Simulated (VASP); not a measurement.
Write the native input for VASP 6.6.1 that does the following.

- Task: single point
- Functional: BLYP
- Potentials or basis: VASP PAW PBE potentials, release 64 (V_sv)
- Cutoff: 520 eV
- k mesh: 9 × 9 × 15
- Occupations: fermi-dirac, width 0.1 eV
- Spin: no spin polarisation
- Dipole correction: no
- Further INCAR settings: ALGO = Normal; EDIFF = 1e-07; NBANDS = 26

The structure of V lies in POSCAR:

```
V
1.0
    4.4483452533      0.0000000000      0.0000000000
   -2.2241726266      3.8523799941      0.0000000000
    0.0000000000      0.0000000000      2.3685095308
V
3
Direct
    1.0000000000      1.0000000000      0.0000000000
    0.3333333333      0.6666666667      0.5000000000
    0.6666666667      0.3333333333      0.5000000000
```

This cell differs from its parent crystal: volume scaled by 0.96.

One way to write it, as run:

INCAR

```
SYSTEM = V
PREC     = Accurate       ! precision mode
ENCUT    = 520            ! plane-wave cutoff, eV
EDIFF    = 1E-7           ! SCF threshold, eV
ISMEAR   = -1             ! smearing method
SIGMA    = 0.1            ! smearing width, eV
LREAL    = .False.        ! projectors in reciprocal space
LASPH    = .True.         ! aspherical terms in the spheres
NELM     = 80             ! most SCF steps
ALGO     = Normal         ! electronic algorithm
ISIF     = 2              ! what is computed and relaxed
LWAVE    = .False.        ! write WAVECAR
LCHARG   = .False.        ! write CHGCAR
GGA      = B5             ! functional
ALDAX    = 1.0          
AGGAX    = 1.0          
AGGAC    = 1.0          
ALDAC    = 0.0          
NBANDS   = 26             ! bands
```

KPOINTS

```
Automatic mesh
0
Gamma
  9 9 15
  0 0 0
```

Potentials or basis: VASP PAW PBE potentials, release 64 (V_sv).

Run with:

```console
$ cat potpaw_PBE.64/V_sv/POTCAR > POTCAR
$ mpirun -np 1 vasp_std > vasp.out
```

Results of the run:

```json
{
  "Pressure": "7.4 GPa"
}
```

Caveat: the PAW data sets were made with another functional, which shifts forces and pressure a little.

Run time: 69 s on 1 thread of Intel(R) Xeon(R) 6975P-C (Granite Rapids), with other jobs on the host, peak memory 0.2 GiB.
